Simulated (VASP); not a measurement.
# TaN (Fm-3m) in VASP: a series of runs

TaN is run at these levels: r2SCAN+U; tasks: single point.

All numbers are computed with VASP 6.6.1; they aren't measurements. Logs are shortened: lines on timing, memory, paths and dates and some standing lists are left out, and cuts for length are marked.

**1. The cell of the first run**

Symmetry: Fm-3m, No. 225, cubic system. The conventional cell has a = 4.423 Å, b = 4.423 Å, c = 4.423 Å, α = 90.00°, β = 90.00°, γ = 90.00°. Within 2.9 Å of Ta (site symmetry m-3m) lie 6 N at 2.21 Å. Within 2.9 Å of N (site symmetry m-3m) lie 6 Ta at 2.21 Å.

**2. Single point, r2SCAN+U**

Contents of POSCAR:

```
TaN
1.0
    0.0000000000      2.2113230000      2.2113230000
    2.2113230000      0.0000000000      2.2113230000
    2.2113230000      2.2113230000      0.0000000000
Ta N
1 1
Direct
    0.5000000000      0.5000000000      0.5000000000
    0.0000000000      0.0000000000      0.0000000000
```

Contents of INCAR.step1:

```
PREC = Accurate
ENCUT = 520
ISMEAR = -1
SIGMA = 0.05
LREAL = F
LASPH = T
NELM = 150
LMAXMIX = 4
LDAU = T
LDAUTYPE = 2
LDAUL = 2 -1
LDAUU = 2 0
LDAUJ = 0 0
NBANDS = 15
GGA = PE
ALGO = Normal
EDIFF = 1E-4
LWAVE = T
LCHARG = F
```

Contents of INCAR.step2:

```
PREC = Accurate
ENCUT = 520
EDIFF = 1E-6
ISMEAR = -1
SIGMA = 0.05
LREAL = F
LASPH = T
NELM = 150
ALGO = Normal
ISIF = 2
LWAVE = F
LCHARG = F
LMAXMIX = 4
LDAU = T
LDAUTYPE = 2
LDAUL = 2 -1
LDAUU = 2 0
LDAUJ = 0 0
LDAUPRINT = 1
METAGGA = R2SCAN
LMIXTAU = T
NBANDS = 15
ISTART = 1
```

Contents of KPOINTS:

```
regular mesh
0
Gamma
  10 10 10
```

Potentials or basis: VASP PAW PBE potentials, release 64 (Ta_pv, N).

Started as:

```console
> cat potpaw_PBE.64/Ta_pv/POTCAR potpaw_PBE.64/N/POTCAR > POTCAR
> cp INCAR.step1 INCAR
> mpirun -np 1 vasp_std > vasp.out
> cp INCAR.step2 INCAR
> mpirun -np 1 vasp_std > vasp.out
```

OUTCAR:

```text
PREC = Accurate
   ENCUT = 520
   EDIFF = 1E-6
   ISMEAR = -1
   LREAL = F
   LASPH = T
   NELM = 150
   ISIF = 2
   METAGGA = R2SCAN
   ISTART = 1

 ion  position               nearest neighbor table
   1  0.500  0.500  0.500-   2 2.21   2 2.21   2 2.21   2 2.21   2 2.21   2 2.21
   2  0.000  0.000  0.000-   1 2.21   1 2.21   1 2.21   1 2.21   1 2.21   1 2.21

  LATTYP: Found a face centered cubic cell.
 ALAT       =     4.4226460000

  Lattice vectors:

 A1 = (   0.0000000000,   2.2113230000,   2.2113230000)
 A2 = (   2.2113230000,   0.0000000000,   2.2113230000)
 A3 = (   2.2113230000,   2.2113230000,   0.0000000000)

Analysis of symmetry for initial positions (statically):
=====================================================================
 Subroutine PRICEL returns:
 Original cell was already a primitive cell.

 Routine SETGRP: Setting up the symmetry group for a
 face centered cubic supercell.

 Subroutine GETGRP returns: Found 48 space group operations
 (whereof 48 operations were pure point group operations)
 out of a pool of 48 trial point group operations.

The static configuration has the point symmetry O_h .

Analysis of symmetry for dynamics (positions and initial velocities):
=====================================================================
 Subroutine PRICEL returns:
 Original cell was already a primitive cell.

 Routine SETGRP: Setting up the symmetry group for a
 face centered cubic supercell.

 Subroutine GETGRP returns: Found 48 space group operations
 (whereof 48 operations were pure point group operations)
 out of a pool of 48 trial point group operations.

The dynamic configuration has the point symmetry O_h .

 Subroutine INISYM returns: Found 48 space group operations
 (whereof 48 operations are pure point group operations),
 and found     1 'primitive' translations

----------------------------------------------------------------------------------------

                                     Primitive cell

  volume of cell :      21.6265

  direct lattice vectors                    reciprocal lattice vectors
     0.000000000  2.211323000  2.211323000    -0.226108985  0.226108985  0.226108985
     2.211323000  0.000000000  2.211323000     0.226108985 -0.226108985  0.226108985
     2.211323000  2.211323000  0.000000000     0.226108985  0.226108985 -0.226108985

  length of vectors
     3.127282977  3.127282977  3.127282977     0.391632251  0.391632251  0.391632251

  position of ions in fractional coordinates (direct lattice)
     0.500000000  0.500000000  0.500000000
     0.000000000  0.000000000  0.000000000

  ion indices of the primitive-cell ions
   primitive index   ion index
                 1           1
                 2           2

----------------------------------------------------------------------------------------

 KPOINTS: regular mesh

Automatic generation of k-mesh.
 Grid dimensions read from file:
 generate k-points for:   10   10   10

 Generating k-lattice:

  Cartesian coordinates                     Fractional coordinates (reciprocal lattice)
    -0.022610899  0.022610899  0.022610899     0.100000000  0.000000000  0.000000000
     0.022610899 -0.022610899  0.022610899     0.000000000  0.100000000  0.000000000
     0.022610899  0.022610899 -0.022610899     0.000000000  0.000000000  0.100000000

  Length of vectors
     0.039163225  0.039163225  0.039163225

  Shift w.r.t. Gamma in fractional coordinates (k-lattice)
     0.000000000  0.000000000  0.000000000

 Subroutine IBZKPT returns following result:
 ===========================================

 Found     47 irreducible k-points:

[... 44 lines left out ...]
   NELM   =    150;   NELMIN=  2; NELMDL=  0     # of ELM steps
   EDIFF  = 0.1E-05   stopping-criterion for ELM
   LREAL  =      F    real-space projection
   EDIFFG = 0.1E-04   stopping-criterion for IOM
   NSW    =      0    number of steps for IOM
   IBRION =     -1    ionic relax: 0-MD 1-quasi-New 2-CG
   NFREE  =      0    steps in history (QN), initial steepest desc. (CG)
   ISIF   =      2    stress and relaxation
   ISYM   =      2    0-nonsym 1-usesym 2-fastsym
   POTIM  = 0.5000    time-step for ionic-motion
   TEBEG  =    0.0;   TEEND  =   0.0 temperature during run
   PSTRESS=    0.0 pullay stress
   NELECT =      16.0000    total number of electrons
   NUPDOWN=      -1.0000    fix difference up-down
   EMIN   =  10.00;   EMAX   =-10.00  energy-range for DOS
   EFERMI =   0.00;   METHOD = LEGACY
   ISMEAR =    -1;   SIGMA  =   0.05  broadening in eV -4-tet -1-fermi 0-gaus
   EFERMI_NEDOS =   21; number of points for ismear=-14 and -15
   IALGO  =     38    algorithm
   IMIX   =      4    mixing-type and parameters
     AMIX     =   0.40;   BMIX     =  1.00
     AMIX_MAG =   1.60;   BMIX_MAG =  1.00
  volume/ion in A,a.u.               =      10.81        72.97
  Fermi-wavevector in a.u.,A,eV,Ry     =   1.480651  2.798024 29.828417  2.192327
  Thomas-Fermi vector in A             =   2.594659
   LORBIT       =      0    0 simple, 1 ext, 2 COOP (PROOUT), +10 PAW based schemes
 LDA+U is selected, type is set to LDAUTYPE =  2
   angular momentum for each species LDAUL =     2   -1
   U (eV)           for each species LDAUU =   2.0  0.0
   J (eV)           for each species LDAUJ =   0.0  0.0
   METAGGA = R2SCAN    functional components
   LHFCALC =     F    Hartree Fock is set to
   AEXX    =    0.0000 exact exchange contribution
   IVDW    =     0    specifies the selected vdW correction
   LEPSILON=     F    determine dielectric tensor
   LRPA    =     F    only Hartree local field effects (RPA)
 non-spin polarized calculation
  energy-cutoff  :      520.00
  volume of cell :       21.63
 maximum number of plane-waves:       592
   NGX = 11   NGY = 11   NGZ = 11

atom =   1  type =  1  l = 2

 onsite density matrix

spin component  1

  0.2685 -0.0000  0.0000 -0.0000  0.0000
 -0.0000  0.2685  0.0000 -0.0000 -0.0000
  0.0000  0.0000  0.1994 -0.0000  0.0000
 -0.0000 -0.0000 -0.0000  0.2685 -0.0000
  0.0000 -0.0000  0.0000 -0.0000  0.1994

spin component  2

  0.2685 -0.0000  0.0000 -0.0000  0.0000
 -0.0000  0.2685  0.0000 -0.0000 -0.0000
  0.0000  0.0000  0.1994 -0.0000  0.0000
 -0.0000 -0.0000 -0.0000  0.2685 -0.0000
  0.0000 -0.0000  0.0000 -0.0000  0.1994

 occupancies and eigenvectors

  o =  0.1994  v =  0.0000 -0.0000 -1.0000 -0.0000  0.0057  0.0000  0.0000  0.0000  0.0000  0.0000      0.0000  0.0000  0.0000  0.0000  0.0000  0.0000  0.0000  0.0000  0.0000  0.0000
  o =  0.1994  v =  0.0000  0.0000  0.0000  0.0000  0.0000  0.0000 -0.0000 -1.0000 -0.0000  0.0057      0.0000  0.0000  0.0000  0.0000  0.0000  0.0000  0.0000  0.0000  0.0000  0.0000
  o =  0.1994  v = -0.0000  0.0000  0.0057  0.0000  1.0000  0.0000  0.0000  0.0000  0.0000  0.0000      0.0000  0.0000  0.0000  0.0000  0.0000  0.0000  0.0000  0.0000  0.0000  0.0000
  o =  0.1994  v =  0.0000  0.0000  0.0000  0.0000  0.0000 -0.0000  0.0000  0.0057  0.0000  1.0000      0.0000  0.0000  0.0000  0.0000  0.0000  0.0000  0.0000  0.0000  0.0000  0.0000
  o =  0.2685  v =  0.0000  0.0000  0.0000  0.0000  0.0000 -0.0155 -0.0716  0.0000 -0.9973  0.0000      0.0000  0.0000  0.0000  0.0000  0.0000  0.0000  0.0000  0.0000  0.0000  0.0000
  o =  0.2685  v = -0.0155 -0.0716  0.0000 -0.9973  0.0000  0.0000  0.0000  0.0000  0.0000  0.0000      0.0000  0.0000  0.0000  0.0000  0.0000  0.0000  0.0000  0.0000  0.0000  0.0000
  o =  0.2685  v = -0.0082 -0.9974  0.0000  0.0717  0.0000  0.0000  0.0000  0.0000  0.0000  0.0000      0.0000  0.0000  0.0000  0.0000  0.0000  0.0000  0.0000  0.0000  0.0000  0.0000
  o =  0.2685  v =  0.0000  0.0000  0.0000  0.0000  0.0000 -0.0082 -0.9974  0.0000  0.0717  0.0000      0.0000  0.0000  0.0000  0.0000  0.0000  0.0000  0.0000  0.0000  0.0000  0.0000
  o =  0.2685  v =  0.0000  0.0000  0.0000  0.0000  0.0000 -0.9998  0.0093 -0.0000  0.0149 -0.0000      0.0000  0.0000  0.0000  0.0000  0.0000  0.0000  0.0000  0.0000  0.0000  0.0000
  o =  0.2685  v = -0.9998  0.0093 -0.0000  0.0149 -0.0000  0.0000  0.0000  0.0000  0.0000  0.0000      0.0000  0.0000  0.0000  0.0000  0.0000  0.0000  0.0000  0.0000  0.0000  0.0000

 number of electron      16.0000003 magnetization

 Free energy of the ion-electron system (eV)
  ---------------------------------------------------
  ext. energy  EPLUGINS =         0.00000000
  ---------------------------------------------------
  free energy    TOTEN  =       -57.80166993 eV

  energy without entropy =      -57.79682811  energy(sigma->0) =      -57.79924902

 E-fermi :   9.6892     XC(G=0): -14.3673

 val. band max:        9.5579661204   @ k =  -0.3000   0.4000   0.2000
 cond. band min:       9.7247390371   @ k =  -0.3000   0.3000   0.1000
 fundamental gap:      0.1667729168
 Fermi energy:         9.6892309020

 k-point     1 :       0.0000    0.0000    0.0000
  band No.  band energies     occupation
      1     -27.9465      2.00000
      2     -27.9465      2.00000
      3     -27.9465      2.00000
      4     -10.3582      2.00000
      5       5.4560      2.00000
      6       5.4560      2.00000
      7       5.4560      2.00000
      8       7.5791      2.00000
      9       7.5791      2.00000
     10       7.5791      2.00000
     11       9.9811      0.00582
     12       9.9811      0.00582
     13      11.0787      0.00000
     14      18.6233      0.00000
[... 401 lines left out ...]
      2     -28.1747      2.00000
      3     -28.1504      2.00000
      4      -8.7757      2.00000
      5       1.2376      2.00000
      6       3.4485      2.00000
      7       4.0619      2.00000
      8       5.6600      2.00000
      9      12.0485      0.00000
     10      12.6019      0.00000
     11      12.6991      0.00000
     12      13.6307      0.00000
     13      18.3204      0.00000
     14      18.6362      0.00000
     15      20.5894      0.00000

 [... further k-points ...]

------------------------ aborting loop because EDIFF is reached ----------------------------------------

  FORCE on cell =-STRESS in cart. coord.  units (eV):
  Direction    XX          YY          ZZ          XY          YZ          ZX
  --------------------------------------------------------------------------------------
  -------------------------------------------------------------------------------------
  Total        0.1887855      0.1887855      0.1887855      0.0000000      0.0000000      0.0000000
  in kB       13.9859762     13.9859762     13.9859762      0.0000000      0.0000000      0.0000000
  external PRESSURE =      13.9859762 kB  Pullay stress =       0.0000000 kB

 VOLUME and BASIS-vectors are now :
 -----------------------------------------------------------------------------
  energy-cutoff  :      520.00
  volume of cell :       21.63
      direct lattice vectors                 reciprocal lattice vectors
     0.000000000  2.211323000  2.211323000    -0.226108985  0.226108985  0.226108985
     2.211323000  0.000000000  2.211323000     0.226108985 -0.226108985  0.226108985
     2.211323000  2.211323000  0.000000000     0.226108985  0.226108985 -0.226108985

 POSITION                                       TOTAL-FORCE (eV/Angst)
 -----------------------------------------------------------------------------------
      2.21132      2.21132      2.21132         0.000000      0.000000      0.000000
      0.00000      0.00000      0.00000         0.000000     -0.000000      0.000000
 -----------------------------------------------------------------------------------
    total drift:                                0.000000     -0.000000     -0.000000

  FREE ENERGIE OF THE ION-ELECTRON SYSTEM (eV)
  ---------------------------------------------------
  free  energy   TOTEN  =       -57.8016699345 eV

  energy  without entropy=      -57.7968281083  energy(sigma->0) =      -57.79924902
```

Wall time 90 s (1 thread of Intel Xeon 8259CL, shared host); peak memory 0.15 GiB.

Results:

```
Free energy            : -57.8017 eV
Pressure               : 1.4 GPa
Band gap on the k mesh : zero (band 8 reaches 11.60 eV, above the bottom of band 9 at 7.58 eV)
```

Eigenvalues of the final occupation matrices:
```csv
site,spin,trace,eigenvalues
site 1 d,1,1.20,0.20 0.20 0.27 0.27 0.27
site 1 d,2,1.20,0.20 0.20 0.27 0.27 0.27
```

Caveat: the PAW data sets were made with another functional, which shifts forces and pressure a little; spin-orbit coupling is left out, which moves the levels of the heavy elements; U without spin polarisation on a metal has little footing.

**3. Single point, r2SCAN+U**

POSCAR is that of step 2.

Contents of INCAR.step1:

```
SYSTEM = TaN
ALGO = Normal ; EDIFF = 1E-4
ENCUT = 520 ; GGA = PE
ISMEAR = -1 ; LASPH = .TRUE.
LCHARG = .FALSE. ; LDAU = .TRUE.
LDAUJ = 0 0 ; LDAUL = 2 -1
LDAUTYPE = 2 ; LDAUU = 3 0
LMAXMIX = 4 ; LREAL = .FALSE.
LWAVE = .TRUE. ; NBANDS = 15
NELM = 150 ; PREC = Accurate
SIGMA = 0.05
```

Contents of INCAR.step2:

```
SYSTEM = TaN
ALGO = Normal ; EDIFF = 1E-7
ENCUT = 520 ; ISIF = 2
ISMEAR = -1 ; ISTART = 1
LASPH = .TRUE. ; LCHARG = .FALSE.
LDAU = .TRUE. ; LDAUJ = 0 0
LDAUL = 2 -1 ; LDAUPRINT = 1
LDAUTYPE = 2 ; LDAUU = 3 0
LMAXMIX = 4 ; LMIXTAU = .TRUE.
LREAL = .FALSE. ; LWAVE = .FALSE.
METAGGA = R2SCAN ; NBANDS = 15
NELM = 150 ; PREC = Accurate
SIGMA = 0.05
```

Contents of KPOINTS:

```
k-points
0
G
  10 10 10
  0 0 0
```

Potentials or basis: VASP PAW PBE potentials, release 64 (Ta_pv, N).

Started as:

```console
> cat potpaw_PBE.64/Ta_pv/POTCAR potpaw_PBE.64/N/POTCAR > POTCAR
> cp INCAR.step1 INCAR
> mpirun -np 1 vasp_std > vasp.out
> cp INCAR.step2 INCAR
> mpirun -np 1 vasp_std > vasp.out
```

Run time: 77 s. Hardware: 1 thread of Intel Xeon 8259CL, shared host; peak memory 0.15 GiB.

Results (log left out):

* Free energy: -56.8981 eV
* Pressure: 4.4 GPa
* Band gap on the k mesh: zero (band 8 reaches 11.76 eV, above the bottom of band 9 at 7.72 eV)

Levels at points of the mesh, in eV from the Fermi level:
```tsv
k point	band 6	band 7	band 8	band 9	band 10	band 11
(0.00, 0.00, 0.00)	-4.30	-4.30	-2.09	-2.09	-2.09	0.40
(0.50, 0.00, 0.00)	-7.87	-7.87	1.95	1.95	1.99	3.60
(0.50, 0.50, 0.00)	-5.55	-5.19	-5.19	2.46	3.55	3.55
```

Eigenvalues of the final occupation matrices:
```tsv
site	spin	trace	eigenvalues
site 1 d	1	1.19	0.19 0.19 0.27 0.27 0.27
site 1 d	2	1.19	0.19 0.19 0.27 0.27 0.27
```

Caveat: the PAW data sets were made with another functional, which shifts forces and pressure a little; spin-orbit coupling is left out, which moves the levels of the heavy elements; U without spin polarisation on a metal has little footing.

**4. Single point, r2SCAN+U**

POSCAR is that of step 3.

Contents of INCAR.step1:

```
  PREC = Accurate
  ENCUT = 520
  ISMEAR = -1
  SIGMA = 0.05
  LREAL = False
  LASPH = True
  NELM = 150
  LMAXMIX = 4
  LDAU = True
  LDAUTYPE = 2
  LDAUL = 2 -1
  LDAUU = 4 0
  LDAUJ = 0 0
  NBANDS = 15
  GGA = PE
  ALGO = Normal
  EDIFF = 1E-4
  LWAVE = True
  LCHARG = False
```

Contents of INCAR.step2:

```
  PREC = Accurate
  ENCUT = 520
  EDIFF = 1E-6
  ISMEAR = -1
  SIGMA = 0.05
  LREAL = False
  LASPH = True
  NELM = 150
  ALGO = Normal
  ISIF = 2
  LWAVE = False
  LCHARG = False
  LMAXMIX = 4
  LDAU = True
  LDAUTYPE = 2
  LDAUL = 2 -1
  LDAUU = 4 0
  LDAUJ = 0 0
  LDAUPRINT = 1
  METAGGA = R2SCAN
  LMIXTAU = True
  NBANDS = 15
  ISTART = 1
```

Contents of KPOINTS:

```
regular mesh
0
Gamma
  10 10 10
```

Started as:

```console
> cat potpaw_PBE.64/Ta_pv/POTCAR potpaw_PBE.64/N/POTCAR > POTCAR
> cp INCAR.step1 INCAR
> mpirun -np 1 vasp_std > vasp.out
> cp INCAR.step2 INCAR
> mpirun -np 1 vasp_std > vasp.out
```

Run time: 73 s. Hardware: 1 thread of Intel Xeon 8259CL, shared host; peak memory 0.15 GiB.

It converged, with:

```
Free energy            : -56.0044 eV
Pressure               : 7.5 GPa
Band gap on the k mesh : zero (band 8 reaches 11.93 eV, above the bottom of band 9 at 7.87 eV)
```

Levels at points of the mesh, in eV from the Fermi level:
```tsv
k point	band 6	band 7	band 8	band 9	band 10	band 11
(0.00, 0.00, 0.00)	-4.36	-4.36	-2.07	-2.07	-2.07	0.51
(0.50, 0.00, 0.00)	-7.86	-7.86	1.99	1.99	1.99	3.46
(0.50, 0.50, 0.00)	-5.55	-5.27	-5.27	2.58	3.60	3.60
```

Eigenvalues of the final occupation matrices:
| site | spin | trace | eigenvalues |
| --- | --- | --- | --- |
| site 1 d | 1 | 1.17 | 0.19 0.19 0.26 0.26 0.26 |
| site 1 d | 2 | 1.17 | 0.19 0.19 0.26 0.26 0.26 |

Caveat: the PAW data sets were made with another functional, which shifts forces and pressure a little; spin-orbit coupling is left out, which moves the levels of the heavy elements; U without spin polarisation on a metal has little footing.

**5. The runs side by side**

| U | gap on the mesh (eV) | pressure (GPa) |
| --- | --- | --- |
| Ta d U = 2.0 eV | none | 1.4 |
| Ta d U = 3.0 eV | none | 4.4 |
| Ta d U = 4.0 eV | none | 7.5 |

Alike in all rows: task single point; level r2SCAN+U; potentials or basis VASP PAW PBE potentials, release 64 (Ta_pv, N); no spin polarisation; cell as given; k mesh 10 × 10 × 10; cutoff (eV) 520; smearing fermi-dirac 0.05 eV.

Every run on the cell as given and a fine mesh finds a metal.

Caveats: the PAW data sets were made with another functional, which shifts forces and pressure a little; spin-orbit coupling is left out, which moves the levels of the heavy elements; U without spin polarisation on a metal has little footing.

Total energies depend on the potentials used, so only differences within one code and one set of settings carry meaning.
